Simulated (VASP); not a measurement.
# Si2Mo (P6_222) in VASP: further runs, part 2 of 2

VASP 6.6.1. Earlier steps stand in the parts before.

### Step 3. Single point, PBEsol+U

This run uses another cell than the first one, of 13.14 Å³/atom, 0.962 times its volume.

INCAR reads:

```
SYSTEM = Si2Mo
  PREC = Accurate
  ENCUT = 520
  EDIFF = 1E-6
  ISMEAR = -1
  SIGMA = 0.05
  LREAL = .FALSE.
  LASPH = .TRUE.
  NELM = 150
  ALGO = Normal
  ISIF = 2
  LWAVE = .FALSE.
  LCHARG = .FALSE.
  LMAXMIX = 4
  LDAU = .TRUE.
  LDAUTYPE = 2
  LDAUL = 2 -1
  LDAUU = 5 0
  LDAUJ = 0 0
  LDAUPRINT = 1
  GGA = PS
  NBANDS = 43
```

KPOINTS reads:

```
Automatic mesh
0
G
  5 5 3
  0 0 0
```

POSCAR reads:

```
Si2Mo
1.0
    4.5675530058      0.0000000000      0.0000000000
   -2.2837765029      3.9556169361      0.0000000000
    0.0000000000      0.0000000000      6.5475935421
Mo Si
3 6
Direct
    0.5000000000      0.5000000000      0.8333333333
    0.0000000000      0.5000000000      0.1666666667
    0.5000000000      0.0000000000      0.5000000000
    0.1639327229      0.3278654459      0.5000000000
    0.6721345541      0.8360672771      0.1666666667
    0.8360672771      0.1639327229      0.8333333333
    0.8360672771      0.6721345541      0.5000000000
    0.3278654459      0.1639327229      0.1666666667
    0.1639327229      0.8360672771      0.8333333333
```

Potentials or basis: VASP PAW PBE potentials, release 64 (Mo_sv, Si).

Launch:

```bash
$ cat potpaw_PBE.64/Mo_sv/POTCAR potpaw_PBE.64/Si/POTCAR > POTCAR
$ mpirun -np 1 vasp_std > vasp.out
```

OUTCAR:

```text
SYSTEM = Si2Mo
   PREC = Accurate
   ENCUT = 520
   EDIFF = 1E-6
   ISMEAR = -1
   LREAL = .FALSE.
   LASPH = .TRUE.
   NELM = 150
   ISIF = 2
   GGA = PS

 ion  position               nearest neighbor table
   1  0.500  0.500  0.833-   4 2.56   7 2.56   5 2.56   8 2.56   6 2.63   9 2.63   9 2.63   6 2.63
                             6 2.66   9 2.66   3 3.16   3 3.16   2 3.16   2 3.16
   2  0.000  0.500  0.167-   4 2.56   7 2.56   6 2.56   9 2.56   8 2.63   5 2.63   5 2.63   8 2.63
                             5 2.66   8 2.66   3 3.16   3 3.16   1 3.16   1 3.16
   3  0.500  0.000  0.500-   5 2.56   8 2.56   6 2.56   9 2.56   4 2.63   7 2.63   7 2.63   4 2.63
                             4 2.66   7 2.66   1 3.16   1 3.16   2 3.16   2 3.16
   4  0.164  0.328  0.500-   6 2.54   8 2.54   2 2.56   1 2.56   7 2.59   3 2.63   3 2.63   3 2.66
                             7 2.66   7 2.66   5 3.13   9 3.13
   5  0.672  0.836  0.167-   7 2.54   6 2.54   3 2.56   1 2.56   8 2.59   2 2.63   2 2.63   2 2.66
                             8 2.66   8 2.66   4 3.13   9 3.13
   6  0.836  0.164  0.833-   4 2.54   5 2.54   3 2.56   2 2.56   9 2.59   1 2.63   1 2.63   1 2.66
                             9 2.66   9 2.66   7 3.13   8 3.13
   7  0.836  0.672  0.500-   9 2.54   5 2.54   2 2.56   1 2.56   4 2.59   3 2.63   3 2.63   3 2.66
                             4 2.66   4 2.66   8 3.13   6 3.13
   8  0.328  0.164  0.167-   4 2.54   9 2.54   3 2.56   1 2.56   5 2.59   2 2.63   2 2.63   2 2.66
                             5 2.66   5 2.66   7 3.13   6 3.13
   9  0.164  0.836  0.833-   7 2.54   8 2.54   3 2.56   2 2.56   6 2.59   1 2.63   1 2.63   1 2.66
                             6 2.66   6 2.66   4 3.13   5 3.13

  LATTYP: Found a hexagonal cell.
 ALAT       =     4.5675530058
 C/A-ratio  =     1.4335013811

  Lattice vectors:

 A1 = (   4.5675530058,   0.0000000000,   0.0000000000)
 A2 = (  -2.2837765029,   3.9556169361,   0.0000000000)
 A3 = (   0.0000000000,   0.0000000000,   6.5475935421)

Analysis of symmetry for initial positions (statically):
[... 264 lines left out ...]
  o =  0.5325  v =  0.0000 -0.0000  0.8862  0.0000  0.4633  0.0000  0.0000  0.0000  0.0000  0.0000      0.0000  0.0000  0.0000  0.0000  0.0000  0.0000  0.0000  0.0000  0.0000  0.0000
  o =  0.5325  v =  0.0000  0.0000  0.0000  0.0000  0.0000  0.0000 -0.0000  0.8862  0.0000  0.4633      0.0000  0.0000  0.0000  0.0000  0.0000  0.0000  0.0000  0.0000  0.0000  0.0000

 number of electron      65.9999995 magnetization

 Free energy of the ion-electron system (eV)
  ---------------------------------------------------
  ext. energy  EPLUGINS =         0.00000000
  ---------------------------------------------------
  free energy    TOTEN  =       -56.91441443 eV

  energy without entropy =      -56.91440492  energy(sigma->0) =      -56.91440967

 E-fermi :  13.0792     XC(G=0): -12.6075

 val. band max:       12.5219964395   @ k =   0.4000  -0.0000   0.3333
 cond. band min:      13.6003781230   @ k =   0.2000   0.2000   0.0000
 fundamental gap:      1.0783816835
 Fermi energy:        13.0791513167

 k-point     1 :       0.0000    0.0000    0.0000
  band No.  band energies     occupation
      1     -48.2216      2.00000
      2     -48.1892      2.00000
      3     -48.1892      2.00000
      4     -22.5049      2.00000
      5     -22.4885      2.00000
      6     -22.4885      2.00000
[... 449 lines left out ...]
     42      16.1494      0.00000
     43      16.6545      0.00000

------------------------ aborting loop because EDIFF is reached ----------------------------------------

  FORCE on cell =-STRESS in cart. coord.  units (eV):
  Direction    XX          YY          ZZ          XY          YZ          ZX
  --------------------------------------------------------------------------------------
  -------------------------------------------------------------------------------------
  Total        3.5798568      3.5798568      3.3814238     -0.0000000      0.0000000     -0.0000000
  in kB       48.4838051     48.4838051     45.7963273     -0.0000000      0.0000000     -0.0000000
  external PRESSURE =      47.5879792 kB  Pullay stress =       0.0000000 kB

 VOLUME and BASIS-vectors are now :
 -----------------------------------------------------------------------------
  energy-cutoff  :      520.00
  volume of cell :      118.30
      direct lattice vectors                 reciprocal lattice vectors
     4.567553006  0.000000000  0.000000000     0.218935609  0.126402533  0.000000000
    -2.283776503  3.955616936  0.000000000     0.000000000  0.252805066  0.000000000
     0.000000000  0.000000000  6.547593542     0.000000000  0.000000000  0.152727868

 POSITION                                       TOTAL-FORCE (eV/Angst)
 -----------------------------------------------------------------------------------
      1.14189      1.97781      5.45633        -0.000000     -0.000000      0.000000
     -1.14189      1.97781      1.09127        -0.000000     -0.000000     -0.000000
      2.28378      0.00000      3.27380        -0.000000     -0.000000     -0.000000
     -0.00000      1.29691      3.27380        -0.000000     -0.059782     -0.000000
      1.16062      3.30716      1.09127         0.051773      0.029891     -0.000000
      3.44440      0.64846      5.45633         0.051773     -0.029891     -0.000000
      2.28378      2.65871      3.27380        -0.000000      0.059782     -0.000000
      1.12316      0.64846      1.09127        -0.051773     -0.029891     -0.000000
     -1.16062      3.30716      5.45633        -0.051773      0.029891     -0.000000
 -----------------------------------------------------------------------------------
    total drift:                               -0.000000     -0.000000      0.000001

  FREE ENERGIE OF THE ION-ELECTRON SYSTEM (eV)
  ---------------------------------------------------
  free  energy   TOTEN  =       -56.9144144258 eV

  energy  without entropy=      -56.9144049170  energy(sigma->0) =      -56.91440967
```

OSZICAR:

```text
N       E                     dE             d eps       ncg     rms          rms(c)
DAV:   1     0.556196245288E+03    0.55620E+03   -0.36529E+04   924   0.148E+03
DAV:   2    -0.363061662852E+02   -0.59250E+03   -0.57407E+03   994   0.398E+02
DAV:   3    -0.597307883521E+02   -0.23425E+02   -0.22882E+02  1088   0.705E+01
DAV:   4    -0.601307612121E+02   -0.39997E+00   -0.39700E+00  1056   0.871E+00
DAV:   5    -0.601387253236E+02   -0.79641E-02   -0.79500E-02  1072   0.115E+00    0.394E+01
DAV:   6    -0.571606331822E+02    0.29781E+01   -0.23669E+01  1012   0.222E+01    0.801E+00
DAV:   7    -0.569098475160E+02    0.25079E+00   -0.29259E+00   991   0.833E+00    0.775E+00
DAV:   8    -0.568961347935E+02    0.13713E-01   -0.36977E-01  1045   0.266E+00    0.107E+00
DAV:   9    -0.569050252241E+02   -0.88904E-02   -0.21810E-02  1106   0.562E-01    0.601E-01
DAV:  10    -0.569135695344E+02   -0.85443E-02   -0.11978E-02  1045   0.542E-01    0.246E-01
DAV:  11    -0.569142801772E+02   -0.71064E-03   -0.20591E-03  1093   0.173E-01    0.760E-02
DAV:  12    -0.569143774067E+02   -0.97229E-04   -0.15602E-04  1109   0.594E-02    0.247E-02
DAV:  13    -0.569144109011E+02   -0.33494E-04   -0.55365E-05  1082   0.314E-02    0.119E-02
DAV:  14    -0.569144143642E+02   -0.34631E-05   -0.10868E-05   976   0.142E-02    0.278E-03
DAV:  15    -0.569144144258E+02   -0.61556E-07   -0.53003E-07   570   0.383E-03
   1 F= -.56914414E+02 E0= -.56914410E+02  d E =-.950878E-05
```

stdout:

```text
POSCAR found type information on POSCAR MoSi
 POSCAR found :  2 types and       9 ions
 scaLAPACK will be used
 -----------------------------------------------------------------------------
|                                                                             |
|                                                                             |
|     You enforced a specific xc type in the INCAR file but a different       |
|     I HOPE YOU KNOW WHAT YOU ARE DOING!                                     |
|                                                                             |
 -----------------------------------------------------------------------------

 LDA part: xc-table for (Slater+PW92), standard interpolation
 POSCAR, INCAR and KPOINTS ok, starting setup
 FFT: planning ... GRIDC
 FFT: planning ... GRID_SOFT
 FFT: planning ... GRID
 WAVECAR not read
 entering main loop
```

Wall time 55 s (1 thread of Intel Xeon Platinum 8488C (Sapphire Rapids), shared host); peak memory 0.25 GiB.

Results:

| Property | Result |
| --- | --- |
| Free energy | -56.9144 eV |
| Pressure | 4.8 GPa |
| Largest force | 0.060 eV/Å |
| Band gap on the k mesh | 1.08 eV, indirect (least direct gap 1.32 eV) |

Forces in eV/Å, atoms in the order of the input:
```
Mo   0.000  0.000  0.000
Mo   0.000  0.000  0.000
Mo   0.000  0.000  0.000
Si   0.000 -0.060  0.000
Si   0.052  0.030  0.000
Si   0.052 -0.030  0.000
Si   0.000  0.060  0.000
Si  -0.052 -0.030  0.000
Si  -0.052  0.030  0.000
```

Eigenvalues of the final occupation matrices:
```tsv
site	spin	trace	eigenvalues
site 1 d	1	2.12	0.31 0.38 0.44 0.46 0.53
site 1 d	2	2.12	0.31 0.38 0.44 0.46 0.53
site 2 d	1	2.12	0.31 0.38 0.44 0.46 0.53
site 2 d	2	2.12	0.31 0.38 0.44 0.46 0.53
site 3 d	1	2.12	0.31 0.38 0.44 0.46 0.53
site 3 d	2	2.12	0.31 0.38 0.44 0.46 0.53
```

Caveat: the PAW data sets were made with another functional, which shifts forces and pressure a little; the U is typed as a test and isn't derived for this compound.
